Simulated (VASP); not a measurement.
# Na (P6_3/mmc) in VASP: further runs

Runs on Na. Level: PBEsol. Tasks: single point.

Everything below comes from runs of VASP 6.6.1. Logs are shortened: lines on timing, memory, paths and dates and some standing lists are left out, and cuts for length are marked.

## (1) The cell of the first run

It takes space group P6_3/mmc (No. 194, hexagonal). Conventional cell: a = 3.387 Å, b = 3.387 Å, c = 5.500 Å, α = 90.00°, β = 90.00°, γ = 120.00°. Na (site symmetry -6m2) has 12 Na at 3.37 to 3.39 Å within 4.4 Å.

This isn't the form of Na at room conditions, which is bcc.

## (2) Single point, PBEsol (27.32 Å³/atom)

The input, INCAR:

```
SYSTEM = Na
PREC = Accurate
ENCUT = 520
EDIFF = 1E-6
ISMEAR = -1
SIGMA = 0.08
LREAL = .FALSE.
LASPH = .TRUE.
NELM = 100
ALGO = Normal
ISIF = 2
LWAVE = .FALSE.
LCHARG = .FALSE.
GGA = PS
NBANDS = 14
```

The input, KPOINTS:

```
Automatic mesh
0
G
  12 12 7
  0 0 0
```

The input, POSCAR:

```
Na
1.0
    3.3867059321      0.0000000000      0.0000000000
   -1.6933529661      2.9329733724      0.0000000000
    0.0000000000      0.0000000000      5.5003255965
Na
2
Direct
    0.3333333333      0.6666666667      0.2500000000
    0.6666666667      0.3333333333      0.7500000000
```

Potentials or basis: VASP PAW PBE potentials, release 64 (Na_pv).

On the command line:

```bash
cat potpaw_PBE.64/Na_pv/POTCAR > POTCAR
mpirun -np 1 vasp_std > vasp.out
```

OUTCAR:

```text
SYSTEM = Na
   PREC = Accurate
   ENCUT = 520
   EDIFF = 1E-6
   ISMEAR = -1
   LREAL = .FALSE.
   LASPH = .TRUE.
   NELM = 100
   ISIF = 2
   GGA = PS

 ion  position               nearest neighbor table
   1  0.333  0.667  0.250-
   2  0.667  0.333  0.750-

  LATTYP: Found a hexagonal cell.
 ALAT       =     3.3867059321
 C/A-ratio  =     1.6240930588

  Lattice vectors:

 A1 = (   3.3867059321,   0.0000000000,   0.0000000000)
 A2 = (  -1.6933529661,   2.9329733724,   0.0000000000)
 A3 = (   0.0000000000,   0.0000000000,   5.5003255965)

Analysis of symmetry for initial positions (statically):
=====================================================================
 Subroutine PRICEL returns:
 Original cell was already a primitive cell.

 Routine SETGRP: Setting up the symmetry group for a
 hexagonal supercell.

 Subroutine GETGRP returns: Found 24 space group operations
 (whereof 12 operations were pure point group operations)
 out of a pool of 24 trial point group operations.

The static configuration has the point symmetry D_3d.
 The point group associated with its full space group is D_6h.

Analysis of symmetry for dynamics (positions and initial velocities):
=====================================================================
 Subroutine PRICEL returns:
 Original cell was already a primitive cell.

 Routine SETGRP: Setting up the symmetry group for a
 hexagonal supercell.

 Subroutine GETGRP returns: Found 24 space group operations
 (whereof 12 operations were pure point group operations)
 out of a pool of 24 trial point group operations.

The dynamic configuration has the point symmetry D_3d.
 The point group associated with its full space group is D_6h.

 Subroutine INISYM returns: Found 24 space group operations
 (whereof 12 operations are pure point group operations),
 and found     1 'primitive' translations

----------------------------------------------------------------------------------------

                                     Primitive cell

  volume of cell :      54.6354

  direct lattice vectors                    reciprocal lattice vectors
     3.386705932  0.000000000  0.000000000     0.295272167  0.170475465  0.000000000
    -1.693352966  2.932973372  0.000000000     0.000000000  0.340950930  0.000000000
     0.000000000  0.000000000  5.500325596     0.000000000  0.000000000  0.181807419

  length of vectors
     3.386705932  3.386705932  5.500325596     0.340950930  0.340950930  0.181807419

  position of ions in fractional coordinates (direct lattice)
     0.333333333  0.666666667  0.250000000
     0.666666667  0.333333333  0.750000000

  ion indices of the primitive-cell ions
   primitive index   ion index
                 1           1
                 2           2

----------------------------------------------------------------------------------------

 KPOINTS: Automatic mesh

Automatic generation of k-mesh.
 Grid dimensions read from file:
 generate k-points for:   12   12    7

 Generating k-lattice:

  Cartesian coordinates                     Fractional coordinates (reciprocal lattice)
     0.024606014  0.014206289  0.000000000     0.083333333  0.000000000  0.000000000
     0.000000000  0.028412578  0.000000000     0.000000000  0.083333333  0.000000000
     0.000000000  0.000000000  0.025972488     0.000000000  0.000000000  0.142857143

  Length of vectors
     0.028412578  0.028412578  0.025972488

  Shift w.r.t. Gamma in fractional coordinates (k-lattice)
     0.000000000  0.000000000  0.000000000

 Subroutine IBZKPT returns following result:
 ===========================================

 Found     76 irreducible k-points:

 Following reciprocal coordinates:
            Coordinates               Weight
  0.000000  0.000000  0.000000      1.000000
  0.083333 -0.000000  0.000000      6.000000
  0.166667 -0.000000  0.000000      6.000000
  0.250000 -0.000000  0.000000      6.000000
  0.333333 -0.000000  0.000000      6.000000
  0.416667  0.000000  0.000000      6.000000
[... 16 lines left out ...]
  0.250000 -0.000000  0.142857     12.000000
  0.333333 -0.000000  0.142857     12.000000
 [... further k-points ...]
   k-points           NKPTS =     76   k-points in BZ     NKDIM =     76   number of bands    NBANDS=     14
   number of dos      NEDOS =    301   number of ions     NIONS =      2
   total plane-waves  NPLWV =  32928
   dimension x,y,z NGX =    28 NGY =   28 NGZ =   42
   dimension x,y,z NGXF=    56 NGYF=   56 NGZF=   84
   ions per type =               2
   NGX,Y,Z   is equivalent  to a cutoff of  13.74, 13.74, 12.69 a.u.
   NGXF,Y,Z  is equivalent  to a cutoff of  27.49, 27.49, 25.39 a.u.
 SYSTEM =  Na
   PREC   = accura    normal or accurate (medium, high low for compatibility)
   ISTART =      0    job   : 0-new  1-cont  2-samecut
   ICHARG =      2    charge: 1-file 2-atom 10-const
   ISPIN  =      1    spin polarized calculation?
   LNONCOLLINEAR =      F non collinear calculations
   LSORBIT =      F    spin-orbit coupling
   LASPH  =      T    aspherical Exc in radial PAW
   ENCUT  =  520.0 eV  38.22 Ry    6.18 a.u.   6.30  6.30 10.23*2*pi/ulx,y,z
   NELM   =    100;   NELMIN=  2; NELMDL= -5     # of ELM steps
   EDIFF  = 0.1E-05   stopping-criterion for ELM
   LREAL  =      F    real-space projection
   EDIFFG = 0.1E-04   stopping-criterion for IOM
   NSW    =      0    number of steps for IOM
   IBRION =     -1    ionic relax: 0-MD 1-quasi-New 2-CG
   NFREE  =      0    steps in history (QN), initial steepest desc. (CG)
   ISIF   =      2    stress and relaxation
   ISYM   =      2    0-nonsym 1-usesym 2-fastsym
   POTIM  = 0.5000    time-step for ionic-motion
   TEBEG  =    0.0;   TEEND  =   0.0 temperature during run
   PSTRESS=    0.0 pullay stress
   NELECT =      14.0000    total number of electrons
   NUPDOWN=      -1.0000    fix difference up-down
   EMIN   =  10.00;   EMAX   =-10.00  energy-range for DOS
   EFERMI =   0.00;   METHOD = LEGACY
   ISMEAR =    -1;   SIGMA  =   0.08  broadening in eV -4-tet -1-fermi 0-gaus
   EFERMI_NEDOS =   21; number of points for ismear=-14 and -15
   IALGO  =     38    algorithm
   IMIX   =      4    mixing-type and parameters
     AMIX     =   0.40;   BMIX     =  1.00
     AMIX_MAG =   1.60;   BMIX_MAG =  1.00
  volume/ion in A,a.u.               =      27.32       184.35
  Fermi-wavevector in a.u.,A,eV,Ry     =   1.039823  1.964981 14.711059  1.081232
  Thomas-Fermi vector in A             =   2.174371
   LORBIT       =      0    0 simple, 1 ext, 2 COOP (PROOUT), +10 PAW based schemes
   GGA     = PS    functional components
   LHFCALC =     F    Hartree Fock is set to
   AEXX    =    0.0000 exact exchange contribution
   IVDW    =     0    specifies the selected vdW correction
   LEPSILON=     F    determine dielectric tensor
   LRPA    =     F    only Hartree local field effects (RPA)
 non-spin polarized calculation
  energy-cutoff  :      520.00
  volume of cell :       54.64
 maximum number of plane-waves:      1490
 NGX is ok and might be reduce to    28
   NGX = 13   NGY = 13   NGZ = 21

 number of electron      14.0000016 magnetization

 Free energy of the ion-electron system (eV)
  ---------------------------------------------------
  ext. energy  EPLUGINS =         0.00000000
  ---------------------------------------------------
  free energy    TOTEN  =        -2.63594469 eV

  energy without entropy =       -2.61820970  energy(sigma->0) =       -2.62707720

 E-fermi :   1.3380     XC(G=0):  -7.3708

 val. band max:        1.3372973330   @ k =   0.0833   0.0833   0.1429
 cond. band min:       1.4383317001   @ k =   0.2500   0.0833   0.2857
 fundamental gap:      0.1010343670
 Fermi energy:         1.3379519299

 k-point     1 :       0.0000    0.0000    0.0000
  band No.  band energies     occupation
      1     -23.3831      2.00000
      2     -23.2933      2.00000
      3     -23.2933      2.00000
      4     -23.2797      2.00000
      5     -23.2797      2.00000
      6     -23.2796      2.00000
      7      -2.6555      2.00000
      8       1.9525      0.00092
      9       2.6612      0.00000
     10      13.0760      0.00000
     11      13.0760      0.00000
     12      13.6604      0.00000
     13      13.8609      0.00000
     14      13.8609      0.00000

 k-point     2 :       0.0833   -0.0000    0.0000
  band No.  band energies     occupation
      1     -23.3807      2.00000
      2     -23.2983      2.00000
      3     -23.2949      2.00000
      4     -23.2850      2.00000
      5     -23.2805      2.00000
      6     -23.2805      2.00000
      7      -2.5280      2.00000
      8       2.0583      0.00025
      9       2.7818      0.00000
     10      11.1931      0.00000
     11      12.3915      0.00000
     12      12.8730      0.00000
     13      14.6372      0.00000
     14      14.6941      0.00000

 k-point     3 :       0.1667   -0.0000    0.0000
  band No.  band energies     occupation
      1     -23.3739      2.00000
      2     -23.3123      2.00000
      3     -23.2992      2.00000
      4     -23.2991      2.00000
      5     -23.2830      2.00000
      6     -23.2827      2.00000
      7      -2.1481      2.00000
      8       2.3765      0.00000
      9       3.1351      0.00000
     10       9.0126      0.00000
     11      11.5796      0.00000
     12      11.5834      0.00000
     13      12.9268      0.00000
     14      14.7066      0.00000
[... 324 lines left out ...]
 k-point    23 :       0.2500   -0.0000    0.1429
  band No.  band energies     occupation
      1     -23.3626      2.00000
      2     -23.3291      2.00000
      3     -23.3206      2.00000
      4     -23.3039      2.00000
      5     -23.2886      2.00000
      6     -23.2868      2.00000
      7      -1.4202      2.00000
      8       2.0150      0.00042
      9       4.7127      0.00000
     10       7.1178      0.00000
     11       9.7444      0.00000
     12      11.0157      0.00000
     13      11.2333      0.00000
     14      13.7021      0.00000

 k-point    24 :       0.3333   -0.0000    0.1429
  band No.  band energies     occupation
      1     -23.3604      2.00000
      2     -23.3430      2.00000
      3     -23.3360      2.00000
      4     -23.3093      2.00000
      5     -23.2936      2.00000
      6     -23.2902      2.00000
      7      -0.5652      2.00000
      8       2.7803      0.00000
      9       4.7639      0.00000
     10       5.9720      0.00000
     11       8.0638      0.00000
     12       9.9909      0.00000
     13      10.5514      0.00000
     14      12.9722      0.00000

 [... further k-points ...]

------------------------ aborting loop because EDIFF is reached ----------------------------------------

  FORCE on cell =-STRESS in cart. coord.  units (eV):
  Direction    XX          YY          ZZ          XY          YZ          ZX
  --------------------------------------------------------------------------------------
  -------------------------------------------------------------------------------------
  Total        1.2904398      1.2904398      1.2933287     -0.0000000     -0.0000000      0.0000000
  in kB       37.8420198     37.8420198     37.9267364     -0.0000000     -0.0000000      0.0000000
  external PRESSURE =      37.8702587 kB  Pullay stress =       0.0000000 kB

 VOLUME and BASIS-vectors are now :
 -----------------------------------------------------------------------------
  energy-cutoff  :      520.00
  volume of cell :       54.64
      direct lattice vectors                 reciprocal lattice vectors
     3.386705932  0.000000000  0.000000000     0.295272167  0.170475465  0.000000000
    -1.693352966  2.932973372  0.000000000     0.000000000  0.340950930  0.000000000
     0.000000000  0.000000000  5.500325596     0.000000000  0.000000000  0.181807419

 POSITION                                       TOTAL-FORCE (eV/Angst)
 -----------------------------------------------------------------------------------
     -0.00000      1.95532      1.37508        -0.000000      0.000000      0.000000
      1.69335      0.97766      4.12524         0.000000      0.000000      0.000000
 -----------------------------------------------------------------------------------
    total drift:                               -0.000000      0.000000      0.000000

  FREE ENERGIE OF THE ION-ELECTRON SYSTEM (eV)
  ---------------------------------------------------
  free  energy   TOTEN  =        -2.6359446915 eV

  energy  without entropy=       -2.6182097048  energy(sigma->0) =       -2.62707720
```

Wall time 62 s (1 thread of Intel Xeon 8259CL, shared host); peak memory 0.19 GiB.

What came out:

```yaml
Free_energy: -2.6359 eV
Pressure: 3.8 GPa
Band_gap_on_the_k_mesh: zero (bands 7 and 8 overlap by 4.53 eV)
```

Caveat: the cell stands under pressure; the PAW data sets were made with another functional, which shifts forces and pressure a little.

## (3) Single point, PBEsol (27.32 Å³/atom)

The input, INCAR:

```
PREC = Accurate
ENCUT = 520
EDIFF = 1E-6
ISMEAR = -1
SIGMA = 0.08
LREAL = False
LASPH = True
NELM = 100
ALGO = Normal
ISIF = 2
LWAVE = False
LCHARG = False
GGA = PS
NBANDS = 14
```

The input, KPOINTS:

```
regular mesh
0
Gamma
  12 12 7
```

POSCAR is that of step 2.

Potentials or basis: VASP PAW PBE potentials, release 64 (Na_pv).

On the command line:

```bash
cat potpaw_PBE.64/Na_pv/POTCAR > POTCAR
mpirun -np 1 vasp_std > vasp.out
```

It took 62 s on 1 thread of Intel Xeon 8259CL, shared host; peak memory 0.19 GiB.

The run converged. Its results:

```
Free energy            : -2.6359 eV
Pressure               : 3.8 GPa
Band gap on the k mesh : zero (bands 7 and 8 overlap by 4.53 eV)
```

Levels at points of the mesh, in eV from the Fermi level:
| k point | band 3 | band 4 | band 5 | band 6 | band 7 | band 8 | band 9 | band 10 | band 11 | band 12 |
| --- | --- | --- | --- | --- | --- | --- | --- | --- | --- | --- |
| (0.00, 0.00, 0.00) | -24.63 | -24.62 | -24.62 | -24.62 | -3.99 | 0.61 | 1.32 | 11.74 | 11.74 | 12.32 |
| (0.50, 0.00, 0.00) | -24.67 | -24.65 | -24.64 | -24.63 | 0.21 | 0.50 | 4.34 | 4.67 | 5.45 | 5.48 |

Caveat: the cell stands under pressure; the PAW data sets were made with another functional, which shifts forces and pressure a little.
